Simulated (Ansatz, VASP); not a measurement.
Two plane-wave programs on CuBiH3

INCAR

```
PREC = Accurate ; ENCUT = 600
EDIFF = 1E-6 ; ISMEAR = 0
SIGMA = 0.1 ; LREAL = False
LASPH = True ; NELM = 80
ALGO = Normal ; ISIF = 3
LWAVE = False ; LCHARG = False
GGA = PE ; IBRION = 2
NSW = 100 ; EDIFFG = -0.01
```

File KPOINTS:

```
regular mesh
0
Gamma
  10 10 10
```

File POSCAR:

```
CuBiH3
1.0
    4.1661211232      0.0000000000      0.0000000000
    0.0000000000      4.1661211232      0.0000000000
    0.0000000000      0.0000000000      4.1661211232
Cu Bi H
1 1 3
Direct
    0.0000000000      0.0000000000      0.0000000000
    0.5000000000      0.5000000000      0.5000000000
    0.0000000000      0.5000000000      0.5000000000
    0.5000000000      0.0000000000      0.5000000000
    0.5000000000      0.5000000000      0.0000000000
```

Input for Ansatz:

```yaml
crystal:
  lattice:
    - [4.1661211232, 0.0, 0.0]
    - [0.0, 4.1661211232, 0.0]
    - [0.0, 0.0, 4.1661211232]
  atoms:
    - { symbol: Cu, position: [0.0, 0.0, 0.0] }
    - { symbol: Bi, position: [0.5, 0.5, 0.5] }
    - { symbol: H, position: [0.0, 0.5, 0.5] }
    - { symbol: H, position: [0.5, 0.0, 0.5] }
    - { symbol: H, position: [0.5, 0.5, 0.0] }
basis:
  ecutwfc: 420
kpoints:
  mp_grid: { grid: [10, 10, 10] }
hamiltonian:
  xc: pbe
scf:
  occupations: { method: gaussian, width: 0.1 }
output:
  forces: true
  stress: true
  eigenvalues: true
  write_density: true
  write_potential: true
  elf: true
  volumetric_format: npy
relax:
  adjacent_minimum: "off"
  f_tol: 0.01
  max_steps: 80
  cell: { stress_tol: 0.05 }
```

Alike in both runs: task relaxation of cell and atoms; functional PBE; k mesh 10 × 10 × 10; occupations gaussian, width 0.1 eV; no spin polarisation.

|  | VASP | Ansatz |
| --- | --- | --- |
| version | VASP 6.6.1 | Ansatz 0.2.0 |
| potentials or method | VASP PAW PBE potentials, release 64 (Cu, Bi_d, H), cutoff 600 eV | scalar-relativistic, plane waves, PAW |
| valence electrons in the cell | 29 | 37 |

VASP gave:

* gap on the k mesh at the Fermi level, each at its own relaxed structure (eV): none
* relaxed volume (Å³/atom): 14.34
* relaxed cell length with the largest relative difference (Å): 4.154

Problem. What did Ansatz give for the same quantities?

Solution. gap on the k mesh at the Fermi level, each at its own relaxed structure (eV): none; relaxed volume (Å³/atom): 14.33; relaxed cell length with the largest relative difference (Å): 4.153.

A gap of «none» marks a metal or a gap that the smearing closes. VASP's potentials hold 29 valence electrons a cell and Ansatz's 37, so a difference there can come from the potentials and not from the codes.

Neither program's run includes spin-orbit coupling.
